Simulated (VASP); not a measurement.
## AlGa3As4: single point with PBE

Crystal: AlGa3As4.

```
Al Ga As
1.0
    -5.70489    5.70189   -0.07567
    -5.70507   -0.07585    5.70470
     0.07509    5.70131    5.70394
Al Ga As
2 6 8
Cartesian
  -11.4255 5.6322 5.6472
  -8.4972 11.3714 8.4989
  -8.5600 2.7799 5.6637
  -5.6614 2.7800 8.5604
  -5.6332 8.5192 8.5152
  -2.8165 5.7022 2.8211
  -8.5144 8.5168 5.6348
  -5.6687 5.6672 5.6715
  -9.9459 7.0483 7.0561
  -7.0949 4.2025 7.0963
  -7.0926 7.0891 4.2011
  -9.9220 9.9181 9.9227
  -4.2430 4.2380 4.2458
  -7.0523 7.0505 9.9477
  -7.0700 9.9556 7.0699
  -4.1997 7.0891 7.0950
```

| Item | Value |
| --- | --- |
| Program | VASP 6.6.1 |
| Task | single point |
| Functional | PBE |
| Potentials or basis | VASP PAW PBE potentials, release 64 (Al, Ga_d, As) |
| Cutoff | 520 eV |
| k mesh | 2 × 2 × 2, shifted |
| Occupations | gaussian, width 0.1 eV |
| Spin | no spin polarisation |
| Dipole correction | no |
| Further INCAR settings | LREAL = Auto; ALGO = Normal; EDIFF = 1e-06; NBANDS = 76; ISYM = 0 |

| Quantity | Value |
| --- | --- |
| Pressure | 0.2 GPa |
| Largest force | 0.015 eV/Å |
| Band gap on the k mesh | 1.30 eV |

Forces on the atoms (eV/Å):
```
Al   0.004 -0.009 -0.001
Al   0.000 -0.005 -0.004
Ga   0.005 -0.002  0.000
Ga  -0.003 -0.004  0.000
Ga   0.007 -0.004  0.000
Ga   0.002  0.000 -0.004
Ga  -0.004 -0.003 -0.005
Ga   0.001 -0.003 -0.007
As  -0.005  0.010 -0.003
As  -0.005  0.002  0.004
As  -0.009  0.001  0.004
As   0.009  0.004 -0.009
As  -0.004  0.004  0.006
As  -0.005  0.004  0.008
As   0.008  0.004 -0.006
As  -0.002  0.001  0.015
```

Levels at points of the mesh, in eV from the valence-band top:
| k point | band 60 | band 61 | band 62 | band 63 | band 64 | band 65 |
| --- | --- | --- | --- | --- | --- | --- |
| (0.25, 0.25, 0.25) | -0.72 | 0.00 | 0.00 | 1.30 | 1.75 | 1.88 |

It took 3.2 min on 1 thread of Intel(R) Xeon(R) 6975P-C (Granite Rapids) (shared host), peak memory 0.49 GiB.

Caveat: a shifted mesh leaves out Γ, where band edges can lie. A k mesh can miss the band edges.
